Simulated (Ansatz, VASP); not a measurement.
**One calculation of KTaO3, two programs**

Contents of INCAR:

```
PREC = Accurate
ENCUT = 600
EDIFF = 1E-6
ISMEAR = 0
SIGMA = 0.1
LREAL = False
LASPH = True
NELM = 150
ALGO = Normal
ISIF = 3
LWAVE = False
LCHARG = False
ISPIN = 2
MAGMOM = 0 1 0 0 0
LORBIT = 11
LMAXMIX = 4
GGA = PE
IBRION = 2
NSW = 90
EDIFFG = -0.04
```

File KPOINTS:

```
regular mesh
0
Gamma
  6 6 4
```

The input POSCAR:

```
KTaO3
1.0
    4.5362477600      0.0000000000      0.0000000000
   -2.2681238800      3.9285057900      0.0000000000
    0.0000000000      0.0000000000      5.5517300900
K Ta O
1 1 3
Direct
    0.0000000000      0.0000000000      0.0000000000
    0.0000000000      0.0000000000      0.5000000000
    0.4588575900      0.0000000000      0.0000000000
    0.0000000000      0.4588575900      0.0000000000
    0.5411424100      0.5411424100      0.0000000000
```

Input for Ansatz:

```yaml
crystal:
  lattice:
    - [4.53624776, 0.0, 0.0]
    - [-2.26812388, 3.92850579, 0.0]
    - [0.0, 0.0, 5.55173009]
  atoms:
    - { symbol: K, position: [0.0, 0.0, 0.0] }
    - { symbol: Ta, position: [0.0, 0.0, 0.5], spin: 1.0 }
    - { symbol: O, position: [0.45885759, 0.0, 0.0] }
    - { symbol: O, position: [0.0, 0.45885759, 0.0] }
    - { symbol: O, position: [0.54114241, 0.54114241, 0.0] }
basis:
  ecutwfc: 420
kpoints:
  mp_grid: { grid: [6, 6, 4] }
hamiltonian:
  xc: pbe
scf:
  occupations: { method: gaussian, width: 0.1 }
  lower_state_search: "off"
output:
  forces: true
  stress: true
  eigenvalues: true
  populations: true
magnetization:
  spin_polarized: true
relax:
  adjacent_minimum: "off"
  f_tol: 0.04
  max_steps: 70
  cell: { stress_tol: 0.4 }
```

Alike in both runs: task relaxation of cell and atoms; functional PBE; k mesh 6 × 6 × 4; occupations gaussian, width 0.1 eV; collinear spin.

|  | VASP | Ansatz |
| --- | --- | --- |
| version | VASP 6.6.1 | Ansatz 0.2.0 |
| potentials or method | VASP PAW PBE potentials, release 64 (K_sv, Ta_pv, O), cutoff 600 eV | scalar-relativistic, plane waves, PAW |
| valence electrons in the cell | 38 | 40 |

Ansatz gave:

* gap on the k mesh at the Fermi level, each at its own relaxed structure (eV): none
* net moment per atom (μB): 0.45
* size of the moment on the site where the two differ most (μB): 2.26
* relaxed volume (Å³/atom): 22.02
* relaxed cell length with the largest relative difference (Å): 5.628

Q: Which values does VASP return?

A: gap on the k mesh at the Fermi level, each at its own relaxed structure (eV): none; net moment per atom (μB): 0.00; size of the moment on the site where the two differ most (μB): 0.00; relaxed volume (Å³/atom): 18.86; relaxed cell length with the largest relative difference (Å): 4.973.

The net moments are unlike, so the other rows may belong to different states. Site moments also hang on the region over which each program counts them. A gap of «none» marks a metal or a gap that the smearing closes. VASP's potentials hold 38 valence electrons a cell and Ansatz's 40, so a difference there can come from the potentials and not from the codes.

Neither program's run includes spin-orbit coupling.
